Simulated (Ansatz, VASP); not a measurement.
**Two plane-wave programs on WC**

```
W C
1.0
     0.00000    2.19001    2.19001
     2.10241    0.00000    2.19001
     2.10241    2.19001    0.00000
W C
1 1
Direct
  0.00000 0.00000 0.00000
  0.50000 0.50000 0.50000
```

Change from the starting cell: strain -0.0400 x Voigt [1, 0, 0, 0, 0, 0], atoms carried along.

Alike in both runs: task single point; functional PBE; k mesh 24 × 24 × 24; occupations gaussian, width 0.15 eV; no spin polarisation.

```csv
,VASP,Ansatz
version,VASP 6.6.1,Ansatz 0.2.0
potentials or method,"VASP PAW PBE potentials, release 64 (W_sv, C), cutoff 520 eV","scalar-relativistic, plane waves, PAW"
valence electrons in the cell,18,18
```

Ansatz gave:

- gap on the k mesh at the Fermi level (eV): none
- pressure (GPa): 17.8
- traceless stress, the component that is largest in VASP (GPa): 20.21

Which values does VASP return?

gap on the k mesh at the Fermi level (eV): none; pressure (GPa): 18.9; traceless stress, the component that is largest in VASP (GPa): 20.31.

A gap of «none» marks a metal or a gap that the smearing closes.

Neither program's run includes spin-orbit coupling.
